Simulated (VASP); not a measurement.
Write the native input for VASP 6.6.1 that does the following.

```yaml
Task: single point
Functional: PBE
Potentials_or_basis: VASP PAW PBE potentials, release 64 (Zn, S)
Cutoff: 520 eV
k_mesh: 8 × 8 × 8
Occupations: fermi-dirac, width 0.02 eV
Spin: no spin polarisation
Dipole_correction: no
Further_INCAR_settings: ALGO = Normal; EDIFF = 1e-06; NBANDS = 16
```

The structure of ZnS lies in POSCAR:

```
ZnS
1.0
    0.0000000000      2.6019322899      2.6019322899
    2.6019322899      0.0000000000      2.6019322899
    2.6019322899      2.6019322899      0.0000000000
Zn S
1 1
Direct
    0.0000000000      0.0000000000      0.0000000000
    0.5000000000      0.5000000000      0.5000000000
```

This cell differs from its parent crystal: volume changed by +6%.

These files were run (other wordings do the same):

INCAR

```
SYSTEM = ZnS
PREC = Accurate
ENCUT = 520
EDIFF = 1E-6
ISMEAR = -1
SIGMA = 0.02
LREAL = .False.
LASPH = .True.
NELM = 100
ALGO = Normal
ISIF = 2
LWAVE = .False.
LCHARG = .False.
GGA = PE
NBANDS = 16
```

KPOINTS

```
Automatic mesh
0
Gamma
  8 8 8
  0 0 0
```

Potentials or basis: VASP PAW PBE potentials, release 64 (Zn, S).

Command:

```sh
$ cat potpaw_PBE.64/Zn/POTCAR potpaw_PBE.64/S/POTCAR > POTCAR
$ mpirun -np 1 vasp_std > vasp.out
```

It gave:

```
Pressure               : -4.3 GPa
Band gap on the k mesh : zero (band 9 reaches 3.20 eV, above the bottom of band 10 at 2.92 eV)
```

It took 24 s on 1 thread of Intel(R) Xeon(R) Platinum 8259CL CPU @ 2.50GHz (Skylake/Cascade Lake), with other jobs on the host, peak memory 0.16 GiB.
